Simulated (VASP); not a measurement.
The system is Al2O3.

```
CELL_PARAMETERS angstrom
4.30242 0.00000 0.00000
-2.15121 3.72600 0.00000
0.00000 0.00000 4.30806
ATOMIC_POSITIONS crystal
Al 0.00000 0.00000 0.50000
Al 0.00000 0.00000 0.00000
O 0.50000 0.00000 0.50000
O 0.00000 0.50000 0.50000
O 0.50000 0.50000 0.50000
```

The cell was built from a structure type or drawn by symmetry, and may not be a known phase.

```yaml
Program: VASP 6.6.1
Task: relaxation of cell and atoms
Functional: PBE
Potentials_or_basis: VASP PAW PBE potentials, release 64 (Al, O)
Cutoff: 600 eV
k_mesh: 6 × 6 × 4
Occupations: gaussian, width 0.1 eV
Spin: no spin polarisation
```

At the start: pressure 9.2 GPa; volume 13.81 Å³/atom.

Q: How do energy, volume and symmetry change on relaxing?

A: Over 8 steps the energy falls by 339.4 meV/atom and the volume is 15.47 Å³/atom (+12.0 %); space group P6/mmm (No. 191, to 0.1 Å) before and after.

Step by step:
```
step  energy change (eV)  largest force (eV/Å)  pressure (GPa)  volume (Å³)
   1              0.0000                0.0000            9.25        69.06
   2             -1.6160                0.0000           -0.30        76.33
   3             -1.6627                0.0000           -0.96        77.30
   4             -1.6856                0.0000           -1.89        79.15
   5             -1.6879                0.0000           -1.68        78.59
   6             -1.6882                0.0000           -1.75        78.75
   7             -1.6957                0.0000            0.63        76.79
   8             -1.6971                0.0000           -0.07        77.34
```

Final structure:
```
Al O
1.0
     4.08035    0.00000    0.00000
    -2.04017    3.53369    0.00000
     0.00000    0.00000    5.36391
Al O
2 3
Direct
  0.00000 0.00000 0.50000
  0.00000 0.00000 0.00000
  0.50000 0.00000 0.50000
  0.00000 0.50000 0.50000
  0.50000 0.50000 0.50000
```

Caveat: the k points lie up to 0.30 Å⁻¹ apart in the final cell, too coarse for converged energies and pressures of a metal; a cell axis changed by over 15 % at a fixed basis, so the end point is rough.
